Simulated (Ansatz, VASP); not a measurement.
**EuS in VASP and in Ansatz**

```
CELL_PARAMETERS angstrom
4.08160 0.00000 0.00000
2.04080 3.53477 0.00000
2.04080 1.17826 3.33261
ATOMIC_POSITIONS crystal
Eu 0.00000 0.00000 0.00000
S 0.50000 0.50000 0.50000
```

Alike in both runs: functional PBE; dispersion D4; k mesh 6 × 6 × 6; collinear spin.

Ansatz relaxed the structure, and its values are those at the end. VASP's run is a single point on that final structure, the one shown.

```csv
,VASP,Ansatz
version,VASP 6.6.1,Ansatz 0.2.0
potentials or method,"VASP PAW PBE potentials, release 64 (Eu, S)","plane waves, PAW"
plane-wave cutoff (eV),600,420
occupations,"fermi-dirac, width 0.1 eV",fermi-dirac
valence electrons in the cell,23,23
```

|  | VASP | Ansatz | Ansatz less VASP |
| --- | --- | --- | --- |
| pressure (GPa) | -0.2 | 0.0 | +0.19 |
| net moment per atom (μB) | 3.46 | 3.46 | +0.002 |
| size of the moment on the site where the two differ most (μB) | 6.54 | 6.68 | +0.141 |

Site moments also hang on the region over which each program counts them.

Neither program's run includes spin-orbit coupling.
